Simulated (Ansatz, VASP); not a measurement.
One calculation of Ti3Pb2O2, two programs

```
CELL_PARAMETERS angstrom
2.95399 1.70549 4.80012
-2.95399 1.70549 4.80012
0.00000 -3.41098 4.80012
ATOMIC_POSITIONS crystal
Ti 0.50000 0.00000 0.00000
Ti 0.00000 0.00000 0.50000
Ti 0.00000 0.50000 0.00000
Pb 0.00000 0.00000 0.00000
Pb 0.50000 0.50000 0.50000
O 0.76745 0.76745 0.76745
O 0.23255 0.23255 0.23255
```

Change from the starting cell: species swapped into the Ni3Pb2S2 type (R-3m, No. 166).

Alike in both runs: functional PBE; k mesh 4 × 4 × 4; occupations gaussian, width 0.2 eV; collinear spin.

Ansatz relaxed the structure, and its values are those at the end. VASP's run is a single point on that final structure, the one shown.

|  | VASP | Ansatz |
| --- | --- | --- |
| version | VASP 6.6.1 | Ansatz 0.2.0 |
| potentials or method | VASP PAW PBE potentials, release 64 (Ti_sv, Pb_d, O), cutoff 520 eV | scalar-relativistic, plane waves, PAW |
| valence electrons in the cell | 76 | 76 |

```csv
,VASP,Ansatz,Ansatz less VASP
gap on the k mesh at the Fermi level (eV),none,none,-
pressure (GPa),0.5,0.3,-0.15
rms of the force components (eV/Å),0.013,0.008,-0.0050
net moment per atom (μB),0.00,0.00,0.000
```

A gap of «none» marks a metal or a gap that the smearing closes. Ansatz's warnings: seeded moment not kept.

Neither program's run includes spin-orbit coupling.
